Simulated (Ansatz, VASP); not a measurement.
**Two plane-wave programs on ZnInGaO4**

INCAR

```
PREC     = Accurate       # precision mode
ENCUT    = 520            # plane-wave cutoff, eV
EDIFF    = 1E-7           # SCF threshold, eV
ISMEAR   = 0              # smearing method
SIGMA    = 0.01           # smearing width, eV
LREAL    = False          # projectors in reciprocal space
LASPH    = True           # aspherical terms in the spheres
NELM     = 100            # most SCF steps
ALGO     = Normal         # electronic algorithm
ISIF     = 2              # what is computed and relaxed
LWAVE    = False          # write WAVECAR
LCHARG   = True           # write CHGCAR
GGA      = PE             # functional
LELF     = True           # ELF
LVHAR    = True         
NBANDS   = 40             # bands
```

KPOINTS

```
Automatic mesh
0
Gamma
  8 8 8
```

File POSCAR:

```
ZnInGaO4
1.0
    1.6780898264      0.9688456130      8.7037315853
   -1.6780898264      0.9688456130      8.7037315853
    0.0000000000     -1.9376912260      8.7037315853
Zn In Ga O
1 1 1 4
Direct
    0.2188059244      0.2188059244      0.2188059244
    0.0030772526      0.0030772526      0.0030772526
    0.7870525332      0.7870525332      0.7870525332
    0.2952718308      0.2952718308      0.2952718308
    0.7112323353      0.7112323353      0.7112323353
    0.1210345444      0.1210345444      0.1210345444
    0.8635265792      0.8635265792      0.8635265792
```

Input for Ansatz:

```yaml
crystal:
  lattice:
    - [1.6780898264, 0.968845613, 8.7037315853]
    - [-1.6780898264, 0.968845613, 8.7037315853]
    - [0.0, -1.937691226, 8.7037315853]
  atoms:
    - { symbol: Zn, position: [0.2188059244, 0.2188059244, 0.2188059244] }
    - { symbol: In, position: [0.0030772526, 0.0030772526, 0.0030772526] }
    - { symbol: Ga, position: [0.7870525332, 0.7870525332, 0.7870525332] }
    - { symbol: O, position: [0.2952718308, 0.2952718308, 0.2952718308] }
    - { symbol: O, position: [0.7112323353, 0.7112323353, 0.7112323353] }
    - { symbol: O, position: [0.1210345444, 0.1210345444, 0.1210345444] }
    - { symbol: O, position: [0.8635265792, 0.8635265792, 0.8635265792] }
kpoints:
  mp_grid: { grid: [8, 8, 8] }
hamiltonian:
  xc: pbe
scf:
  occupations: { method: fixed }
  n_extra_bands: 5
output:
  forces: true
  stress: true
  eigenvalues: true
```

Alike in both runs: task single point; functional PBE; k mesh 8 × 8 × 8; no spin polarisation.

|  | VASP | Ansatz |
| --- | --- | --- |
| version | VASP 6.6.1 | Ansatz 0.2.0 |
| potentials or method | VASP PAW PBE potentials, release 64 (Zn, In_d, Ga_d, O) | plane waves, PAW |
| plane-wave cutoff (eV) | 520 | 420 |
| occupations | gaussian, width 0.01 eV | fixed |
| valence electrons in the cell | 62 | 62 |

|  | VASP | Ansatz | Ansatz less VASP |
| --- | --- | --- | --- |
| gap on the k mesh at the Fermi level (eV) | 1.09 | 1.11 | +0.017 |
| pressure (GPa) | 0.6 | 0.0 | -0.65 |
| rms of the force components (eV/Å) | 0.004 | 0.001 | -0.0032 |

Atom by atom the forces differ by 0.004 eV/Å (rms over components).
